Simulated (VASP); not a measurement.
# Be3Cd2S (P-6m2) in VASP: a series of runs

Runs on Be3Cd2S. Level: PBE. Tasks: relaxation of cell and atoms.

Everything below comes from runs of VASP 6.6.1. Logs are shortened: lines on timing, memory, paths and dates and some standing lists are left out, and cuts for length are marked.

## Step 1: The cell of the first run

Symmetry: P-6m2, No. 187, hexagonal system. The conventional cell has a = 3.990 Å, b = 3.990 Å, c = 8.692 Å, α = 90.00°, β = 90.00°, γ = 120.00°. Within 3.0 Å of Be (site symmetry -6m2) lie 3 Be at 2.30 Å. Within 3.0 Å of Be (site symmetry -6m2) lie 3 S at 2.30 Å. Be (site symmetry -6m2) has 3 Be at 2.30 Å within 3.0 Å. Within 4.4 Å of Cd (site symmetry 3m) lie 9 Be at 3.16 to 3.18 Å and 3 S at 3.18 Å and 8 Cd at 3.99 to 4.37 Å. S (site symmetry -6m2) has 3 Be at 2.30 Å within 3.0 Å.

The cell was generated, and may not be a known phase.

## Step 2: Relaxation of cell and atoms, PBE

The input, INCAR:

```
  PREC = Accurate
  ENCUT = 600
  EDIFF = 1E-6
  ISMEAR = 0
  SIGMA = 0.1
  LREAL = F
  LASPH = T
  NELM = 100
  ALGO = Normal
  ISIF = 3
  LWAVE = F
  LCHARG = F
  GGA = PE
  IBRION = 2
  NSW = 90
  EDIFFG = -0.04
```

The input, KPOINTS:

```
Automatic mesh
0
Gamma
  6 6 2
```

The input, POSCAR:

```
Be3Cd2S
1.0
    3.9898703800      0.0000000000      0.0000000000
   -1.9949351900      3.4553291100      0.0000000000
    0.0000000000      0.0000000000      8.6917278200
Be Cd S
3 2 1
Direct
    0.6666666700      0.3333333300      0.5000000000
    0.0000000000      0.0000000000      0.0000000000
    0.0000000000      0.0000000000      0.5000000000
    0.3333333300      0.6666666700      0.2516720000
    0.3333333300      0.6666666700      0.7483280000
    0.6666666700      0.3333333300      0.0000000000
```

Potentials or basis: VASP PAW PBE potentials, release 64 (Be, Cd, S).

Run with:

```bash
cat potpaw_PBE.64/Be/POTCAR potpaw_PBE.64/Cd/POTCAR potpaw_PBE.64/S/POTCAR > POTCAR
mpirun -np 1 vasp_std > vasp.out
```

OUTCAR:

```text
PREC = Accurate
   ENCUT = 600
   EDIFF = 1E-6
   ISMEAR = 0
   LREAL = F
   LASPH = T
   NELM = 100
   ISIF = 3
   GGA = PE
   IBRION = 2
   NSW = 90
   EDIFFG = -0.04

 ion  position               nearest neighbor table
   1  0.667  0.333  0.500-   3 2.30   3 2.30   3 2.30
   2  0.000  0.000  0.000-   6 2.30   6 2.30   6 2.30
   3  0.000  0.000  0.500-   1 2.30   1 2.30   1 2.30
   4  0.333  0.667  0.252-   6 3.18   6 3.18   6 3.18
   5  0.333  0.667  0.748-   6 3.18   6 3.18   6 3.18
   6  0.667  0.333  0.000-   2 2.30   2 2.30   2 2.30   5 3.18   4 3.18   5 3.18   4 3.18   5 3.18
                             4 3.18

  LATTYP: Found a hexagonal cell.
 ALAT       =     3.9898703800
 C/A-ratio  =     2.1784486693

  Lattice vectors:

 A1 = (   3.9898703800,   0.0000000000,   0.0000000000)
 A2 = (  -1.9949351900,   3.4553291100,   0.0000000000)
 A3 = (   0.0000000000,   0.0000000000,   8.6917278200)

Analysis of symmetry for initial positions (statically):
=====================================================================
 Subroutine PRICEL returns:
 Original cell was already a primitive cell.

 Routine SETGRP: Setting up the symmetry group for a
 hexagonal supercell.

 Subroutine GETGRP returns: Found 12 space group operations
 (whereof 12 operations were pure point group operations)
 out of a pool of 24 trial point group operations.

The static configuration has the point symmetry D_3h.

Analysis of symmetry for dynamics (positions and initial velocities):
=====================================================================
 Subroutine PRICEL returns:
 Original cell was already a primitive cell.

 Routine SETGRP: Setting up the symmetry group for a
 hexagonal supercell.

 Subroutine GETGRP returns: Found 12 space group operations
 (whereof 12 operations were pure point group operations)
 out of a pool of 24 trial point group operations.

The dynamic configuration has the point symmetry D_3h.

 Subroutine INISYM returns: Found 12 space group operations
 (whereof 12 operations are pure point group operations),
 and found     1 'primitive' translations

----------------------------------------------------------------------------------------

                                     Primitive cell

  volume of cell :     119.8269

  direct lattice vectors                    reciprocal lattice vectors
     3.989870380  0.000000000  0.000000000     0.250634709  0.144704016  0.000000000
    -1.994935190  3.455329110  0.000000000     0.000000000  0.289408033  0.000000000
     0.000000000  0.000000000  8.691727820     0.000000000  0.000000000  0.115051923

  length of vectors
     3.989870380  3.989870383  8.691727820     0.289408033  0.289408033  0.115051923

  position of ions in fractional coordinates (direct lattice)
     0.666666670  0.333333330  0.500000000
     0.000000000  0.000000000  0.000000000
     0.000000000  0.000000000  0.500000000
     0.333333330  0.666666670  0.251672000
     0.333333330  0.666666670  0.748328000
     0.666666670  0.333333330  0.000000000

  ion indices of the primitive-cell ions
   primitive index   ion index
                 1           1
                 2           2
                 3           3
                 4           4
                 5           5
                 6           6

----------------------------------------------------------------------------------------

 KPOINTS: Automatic mesh

Automatic generation of k-mesh.
 Grid dimensions read from file:
 generate k-points for:    6    6    2

 Generating k-lattice:

  Cartesian coordinates                     Fractional coordinates (reciprocal lattice)
     0.041772451  0.024117336  0.000000000     0.166666667 -0.000000000  0.000000000
     0.000000000  0.048234672  0.000000000     0.000000000  0.166666667  0.000000000
     0.000000000  0.000000000  0.057525962     0.000000000  0.000000000  0.500000000

  Length of vectors
     0.048234672  0.048234672  0.057525962

  Shift w.r.t. Gamma in fractional coordinates (k-lattice)
     0.000000000  0.000000000  0.000000000

 Subroutine IBZKPT returns following result:
 ===========================================

 Found     14 irreducible k-points:

 Following reciprocal coordinates:
            Coordinates               Weight
  0.000000  0.000000  0.000000      1.000000
  0.166667  0.000000  0.000000      6.000000
  0.333333  0.000000  0.000000      6.000000
  0.500000  0.000000  0.000000      3.000000
  0.166667  0.166667  0.000000      6.000000
  0.333333  0.166667  0.000000     12.000000
  0.333333  0.333333  0.000000      2.000000
  0.000000  0.000000  0.500000      1.000000
  0.166667  0.000000  0.500000      6.000000
  0.333333  0.000000  0.500000      6.000000
  0.500000  0.000000  0.500000      3.000000
  0.166667  0.166667  0.500000      6.000000
  0.333333  0.166667  0.500000     12.000000
  0.333333  0.333333  0.500000      2.000000
   k-points           NKPTS =     14   k-points in BZ     NKDIM =     14   number of bands    NBANDS=     22
   number of dos      NEDOS =    301   number of ions     NIONS =      6
   total plane-waves  NPLWV =  71680
   dimension x,y,z NGX =    32 NGY =   32 NGZ =   70
   dimension x,y,z NGXF=    64 NGYF=   64 NGZF=  140
   ions per type =               3   2   1
   NGX,Y,Z   is equivalent  to a cutoff of  13.33, 13.33, 13.39 a.u.
   NGXF,Y,Z  is equivalent  to a cutoff of  26.67, 26.67, 26.78 a.u.
 SYSTEM =  unknown system
   PREC   = accura    normal or accurate (medium, high low for compatibility)
   ISTART =      0    job   : 0-new  1-cont  2-samecut
   ICHARG =      2    charge: 1-file 2-atom 10-const
   ISPIN  =      1    spin polarized calculation?
   LNONCOLLINEAR =      F non collinear calculations
   LSORBIT =      F    spin-orbit coupling
   LASPH  =      T    aspherical Exc in radial PAW
   ENCUT  =  600.0 eV  44.10 Ry    6.64 a.u.   7.97  7.97 17.36*2*pi/ulx,y,z
   NELM   =    100;   NELMIN=  2; NELMDL= -5     # of ELM steps
   EDIFF  = 0.1E-05   stopping-criterion for ELM
   LREAL  =      F    real-space projection
   EDIFFG = -.4E-01   stopping-criterion for IOM
   NSW    =     90    number of steps for IOM
   IBRION =      2    ionic relax: 0-MD 1-quasi-New 2-CG
   NFREE  =      1    steps in history (QN), initial steepest desc. (CG)
   ISIF   =      3    stress and relaxation
   ISYM   =      2    0-nonsym 1-usesym 2-fastsym
   POTIM  = 0.5000    time-step for ionic-motion
   TEBEG  =    0.0;   TEEND  =   0.0 temperature during run
   PSTRESS=    0.0 pullay stress
   NELECT =      36.0000    total number of electrons
   NUPDOWN=      -1.0000    fix difference up-down
   EMIN   =  10.00;   EMAX   =-10.00  energy-range for DOS
   EFERMI =   0.00;   METHOD = LEGACY
   ISMEAR =     0;   SIGMA  =   0.10  broadening in eV -4-tet -1-fermi 0-gaus
   EFERMI_NEDOS =   21; number of points for ismear=-14 and -15
   IALGO  =     38    algorithm
   IMIX   =      4    mixing-type and parameters
     AMIX     =   0.40;   BMIX     =  1.00
     AMIX_MAG =   1.60;   BMIX_MAG =  1.00
  volume/ion in A,a.u.               =      19.97       134.77
  Fermi-wavevector in a.u.,A,eV,Ry     =   1.096455  2.072000 16.357114  1.202214
  Thomas-Fermi vector in A             =   2.232798
   LORBIT       =      0    0 simple, 1 ext, 2 COOP (PROOUT), +10 PAW based schemes
   GGA     = PE    functional components
   LHFCALC =     F    Hartree Fock is set to
   AEXX    =    0.0000 exact exchange contribution
   IVDW    =     0    specifies the selected vdW correction
   LEPSILON=     F    determine dielectric tensor
   LRPA    =     F    only Hartree local field effects (RPA)
 conjugate gradient relaxation of ions
 non-spin polarized calculation
 Gauss-broadening in eV      SIGMA  =   0.10
  energy-cutoff  :      600.00
  volume of cell :      119.83
 maximum number of plane-waves:      4032
 NGX is ok and might be reduce to    32
   NGX = 15   NGY = 15   NGZ = 35

--------------------------------------- Ionic step        1  -------------------------------------------

 number of electron      36.0000006 magnetization

 Free energy of the ion-electron system (eV)
  ---------------------------------------------------
  ext. energy  EPLUGINS =         0.00000000
  ---------------------------------------------------
  free energy    TOTEN  =       -13.72738418 eV

  energy without entropy =      -13.71374974  energy(sigma->0) =      -13.72056696

------------------------ aborting loop because EDIFF is reached ----------------------------------------

  FORCE on cell =-STRESS in cart. coord.  units (eV):
  Direction    XX          YY          ZZ          XY          YZ          ZX
  --------------------------------------------------------------------------------------
  -------------------------------------------------------------------------------------
  Total       -6.8330407     -6.8330407     -3.2595382     -0.0000000      0.0000000      0.0000000
  in kB      -91.3629818    -91.3629820    -43.5825191     -0.0000000      0.0000000      0.0000000
  external PRESSURE =     -75.4361609 kB  Pullay stress =       0.0000000 kB
[... 101 lines left out ...]
  FREE ENERGIE OF THE ION-ELECTRON SYSTEM (eV)
  ---------------------------------------------------
  free  energy   TOTEN  =       -14.7050504907 eV

  energy  without entropy=      -14.6892120063  energy(sigma->0) =      -14.69713125

 E-fermi :   4.6035     XC(G=0): -10.3911

 val. band max:        4.5690958513   @ k =   0.3333   0.3333   0.5000
 cond. band min:       4.7276100008   @ k =   0.3333   0.0000   0.5000
 fundamental gap:      0.1585141496
 Fermi energy:         4.6034888311

 k-point     1 :       0.0000    0.0000    0.0000
  band No.  band energies     occupation
      1     -10.9894      2.00000
      2      -4.6502      2.00000
      3      -4.4489      2.00000
      4      -4.4009      2.00000
      5      -4.4009      2.00000
      6      -4.3887      2.00000
[... 324 lines left out ...]
      6      -4.3212      2.00000
[... 14 lines left out ...]
     21       5.2565      0.00000
     22       5.3725      0.00000

[... ionic steps 4 to 9 ...]

--------------------------------------- Ionic step       10  -------------------------------------------

 number of electron      36.0000003 magnetization

------------------------ aborting loop because EDIFF is reached ----------------------------------------

  FORCE on cell =-STRESS in cart. coord.  units (eV):
  Direction    XX          YY          ZZ          XY          YZ          ZX
  --------------------------------------------------------------------------------------
  -------------------------------------------------------------------------------------
  Total        0.0616176      0.0616176      0.6482198      0.0000000      0.0000000      0.0000000
  in kB        0.9625754      0.9625754     10.1263287      0.0000000      0.0000000      0.0000000
  external PRESSURE =       4.0171599 kB  Pullay stress =       0.0000000 kB
[... 65 lines left out ...]
  energy  without entropy=      -15.6556522928  energy(sigma->0) =      -15.66343954

--------------------------------------- Ionic step       12  -------------------------------------------

 number of electron      35.9999994 magnetization

 Free energy of the ion-electron system (eV)
  ---------------------------------------------------
  ext. energy  EPLUGINS =         0.00000000
  ---------------------------------------------------
  free energy    TOTEN  =       -15.67569357 eV

  energy without entropy =      -15.65859646  energy(sigma->0) =      -15.66714502

 E-fermi :   3.6524     XC(G=0):  -9.7283

 val. band max:        3.6347828922   @ k =   0.3333   0.0000   0.0000
 cond. band min:       3.7536830049   @ k =   0.1667   0.1667   0.0000
 fundamental gap:      0.1189001127
 Fermi energy:         3.6524249045

 k-point     1 :       0.0000    0.0000    0.0000
  band No.  band energies     occupation
      1     -11.3597      2.00000
      2      -5.6013      2.00000
      3      -5.3091      2.00000
      4      -5.3091      2.00000
      5      -5.2896      2.00000
      6      -5.2896      2.00000
[... 372 lines left out ...]
  FREE ENERGIE OF THE ION-ELECTRON SYSTEM (eV)
  ---------------------------------------------------
  free  energy   TOTEN  =       -15.6756935671 eV

  energy  without entropy=      -15.6585964632  energy(sigma->0) =      -15.66714502

 reached required accuracy - stopping structural energy minimisation
```

It took 9.9 min on 1 thread of Intel Xeon 8259CL, shared host; peak memory 0.3 GiB.

Results:

| Quantity | Value |
| --- | --- |
| Free energy | -15.6757 eV |
| Relaxed volume | 17.30 Å³/atom |
| Relaxed cell | a = 3.675 Å, b = 3.675 Å, c = 8.877 Å, α = 90.00°, β = 90.00°, γ = 120.00° |
| Space group after relaxing (to 0.1 Å) | P-6m2 (No. 187) |
| Energy gained by relaxing | 324.7 meV/atom |
| Ionic steps | 12 |
| Pressure after relaxing | 0.0 GPa |
| Largest force after relaxing | 0.006 eV/Å |
| Band gap on the k mesh | zero (bands 18 and 19 overlap by 2.81 eV) |

Forces in eV/Å, atoms in the order of the input:
```
Be   0.000  0.000  0.000
Be   0.000  0.000  0.000
Be   0.000  0.000  0.000
Cd   0.000  0.000 -0.006
Cd   0.000  0.000  0.006
S    0.000  0.000  0.000
```

Stress tensor (GPa, compression positive):
```
-0.24  0.00  0.00
 0.00 -0.24  0.00
 0.00  0.00  0.34
```

Step by step:
| step | energy change (eV) | largest force (eV/Å) | pressure (GPa) | volume (Å³) |
| --- | --- | --- | --- | --- |
| 1 | 0.0000 | 1.2775 | -7.54 | 119.83 |
| 2 | -0.7734 | 1.5718 | -3.14 | 104.22 |
| 3 | -0.9777 | 1.8134 | 1.95 | 94.45 |
| 4 | -1.3449 | 1.3895 | 2.18 | 93.32 |
| 5 | -1.6376 | 0.4297 | 9.09 | 89.92 |
| 6 | -1.7115 | 0.3365 | 5.30 | 91.14 |
| 7 | -1.8791 | 0.4487 | -1.17 | 101.49 |
| 8 | -1.8799 | 0.4378 | -0.78 | 100.68 |
| 9 | -1.9175 | 0.2891 | -0.41 | 101.38 |
| 10 | -1.9438 | 0.0646 | 0.40 | 102.56 |
| 11 | -1.9438 | 0.0478 | 0.35 | 102.51 |
| 12 | -1.9483 | 0.0060 | -0.05 | 103.83 |

Final structure:
```
CELL_PARAMETERS angstrom
3.67505 0.00000 0.00000
-1.83753 3.18269 0.00000
0.00000 0.00000 8.87663
ATOMIC_POSITIONS crystal
Be 0.66667 0.33333 0.50000
Be 0.00000 0.00000 0.00000
Be 0.00000 0.00000 0.50000
Cd 0.33333 0.66667 0.32906
Cd 0.33333 0.66667 0.67094
S 0.66667 0.33333 0.00000
```

Caveat: the k points lie up to 0.35 Å⁻¹ apart in the final cell, too coarse for converged energies and pressures of a metal.

## Step 3: Relaxation of cell and atoms, PBE

This run uses another cell than the first one, of 17.39 Å³/atom.

The input, INCAR:

```
PREC = Accurate ; ENCUT = 600
EDIFF = 1E-6 ; ISMEAR = 0
SIGMA = 0.1 ; LREAL = F
LASPH = T ; NELM = 60
ALGO = Normal ; ISIF = 3
LWAVE = F ; LCHARG = F
GGA = PE ; IBRION = 2
NSW = 100 ; EDIFFG = -0.01
```

The input, KPOINTS:

```
Automatic mesh
0
Gamma
  12 12 4
```

The input, POSCAR:

```
Be3Cd2S
1.0
    3.6634535845      0.0000000000      0.0000000000
   -1.8317267922      3.1726438698      0.0000000000
    0.0000000000      0.0000000000      8.9781454854
Be Cd S
3 2 1
Direct
    0.6666666667      0.3333333333      0.5000000000
    0.0000000000      0.0000000000      0.0000000000
    0.0000000000      0.0000000000      0.5000000000
    0.3333333333      0.6666666667      0.3303215742
    0.3333333333      0.6666666667      0.6696784258
    0.6666666667      0.3333333333      0.0000000000
```

Potentials or basis: VASP PAW PBE potentials, release 64 (Be, Cd, S).

Run with:

```bash
cat potpaw_PBE.64/Be/POTCAR potpaw_PBE.64/Cd/POTCAR potpaw_PBE.64/S/POTCAR > POTCAR
mpirun -np 1 vasp_std > vasp.out
```

It took 31 min on 1 thread of Intel Xeon 8259CL, shared host; peak memory 0.37 GiB.

It converged, with:

```yaml
Free_energy: -15.7703 eV
Relaxed_volume: 20.45 Å³/atom
Relaxed_cell: a = 3.609 Å, b = 3.609 Å, c = 10.874 Å, α = 90.00°, β = 90.00°, γ = 120.00°
Space_group_after_relaxing_to_0.1_Å: P-6m2 (No. 187)
Energy_gained_by_relaxing: 8.6 meV/atom
Ionic_steps: 15
Pressure_after_relaxing: 0.1 GPa
Band_gap_on_the_k_mesh: zero (bands 18 and 19 overlap by 2.62 eV)
```

Forces on the atoms (eV/Å):
```
Be   0.000  0.000  0.000
Be   0.000  0.000  0.000
Be   0.000  0.000  0.000
Cd   0.000  0.000 -0.002
Cd   0.000  0.000  0.002
S    0.000  0.000  0.000
```

Step by step:
```
step  energy change (eV)  largest force (eV/Å)  pressure (GPa)  volume (Å³)
   1              0.0000                0.0201            0.34       104.35
   2             -0.0020                0.0537            0.12       104.91
   3             -0.0039                0.1193           -0.31       106.07
   4             -0.0054                0.1136           -0.23       106.14
   5             -0.0090                0.0933            0.04       106.37
   6             -0.0113                0.0457            0.64       106.80
   7             -0.0123                0.0468            0.61       107.15
   8             -0.0151                0.0527            0.54       108.21
   9             -0.0218                0.0582            0.40       110.31
  10             -0.0382                0.0576            0.15       114.50
  11             -0.0513                0.0205            0.02       122.77
  12             -0.0513                0.0191            0.02       123.08
  13             -0.0514                0.0154           -0.03       122.94
  14             -0.0514                0.0141           -0.04       122.92
  15             -0.0515                0.0023            0.06       122.67
```

Final structure:
```yaml
crystal:
  lattice:
    - [3.60924, 0.00000, 0.00000]
    - [-1.80462, 3.12570, 0.00000]
    - [0.00000, 0.00000, 10.87388]
  atoms:
    - { symbol: Be, position: [0.66667, 0.33333, 0.50000] }
    - { symbol: Be, position: [0.00000, 0.00000, 0.00000] }
    - { symbol: Be, position: [0.00000, 0.00000, 0.50000] }
    - { symbol: Cd, position: [0.33333, 0.66667, 0.35431] }
    - { symbol: Cd, position: [0.33333, 0.66667, 0.64569] }
    - { symbol: S, position: [0.66667, 0.33333, 0.00000] }
```

Levels at points of the mesh, in eV from the Fermi level:
| k point | band 14 | band 15 | band 16 | band 17 | band 18 | band 19 | band 20 | band 21 | band 22 |
| --- | --- | --- | --- | --- | --- | --- | --- | --- | --- |
| (0.00, 0.00, 0.00) | -4.33 | -3.47 | -3.47 | -1.66 | 1.57 | 2.27 | 2.27 | 2.51 | 3.50 |
| (0.50, 0.00, 0.00) | -4.66 | -4.29 | -3.17 | -1.61 | -1.23 | -0.26 | 1.38 | 1.58 | 2.18 |
| (0.00, 0.00, 0.50) | -4.76 | -3.47 | -3.47 | -0.97 | 0.54 | 2.27 | 2.27 | 2.91 | 3.50 |
| (0.50, 0.00, 0.50) | -4.66 | -4.32 | -3.09 | -1.66 | -1.19 | -0.26 | 0.67 | 2.15 | 2.52 |

Caveat: the volume moved by over 15 % at a fixed basis, so the end points are rough.

The gap in the log of VASP goes by the Fermi energy; the results here count the filled bands.